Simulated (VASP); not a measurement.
Write the native input for VASP 6.6.1 that does the following.

```yaml
Task: single point
Functional: PBE
Potentials_or_basis: VASP PAW PBE potentials, release 64 (Te)
Cutoff: 500 eV
k_mesh: 7 × 7 × 5
Occupations: gaussian, width 0.024 eV
Spin: no spin polarisation
Dipole_correction: no
Further_INCAR_settings: ALGO = Normal; EDIFF = 1e-06; NBANDS = 16
```

The structure of Te lies in POSCAR:

```
Te
1.0
    4.4540000000      0.0000000000      0.0000000000
   -2.2270000000      3.8572771485      0.0000000000
    0.0000000000      0.0000000000      5.9240000000
Te
3
Direct
    0.7310000000      0.7310000000      0.0000000000
    0.0000000000      0.2690000000      0.6666666667
    0.2690000000      0.0000000000      0.3333333333
```

These files were run (other wordings do the same):

INCAR

```
PREC = Accurate
ENCUT = 500
EDIFF = 1E-6
ISMEAR = 0
SIGMA = 0.024
LREAL = False
LASPH = True
NELM = 120
ALGO = Normal
ISIF = 2
LWAVE = False
LCHARG = False
GGA = PE
NBANDS = 16
GGA_COMPAT = False
```

KPOINTS

```
Automatic mesh
0
Gamma
  7 7 5
```

Potentials or basis: VASP PAW PBE potentials, release 64 (Te).

The run is started by

```sh
$ cat potpaw_PBE.64/Te/POTCAR > POTCAR
$ mpirun -np 1 vasp_std > vasp.out
```

Results of the run:

```yaml
Pressure: 1.5 GPa
Largest_force: 0.160 eV/Å
Band_gap_on_the_k_mesh: 0.63 eV, indirect (least direct gap 0.78 eV)
```

Caveat: spin-orbit coupling is left out, which moves the levels of the heavy elements.

It took 31 s on 1 thread of Intel(R) Xeon(R) Platinum 8259CL CPU @ 2.50GHz (Skylake/Cascade Lake) (shared host), peak memory 0.22 GiB.
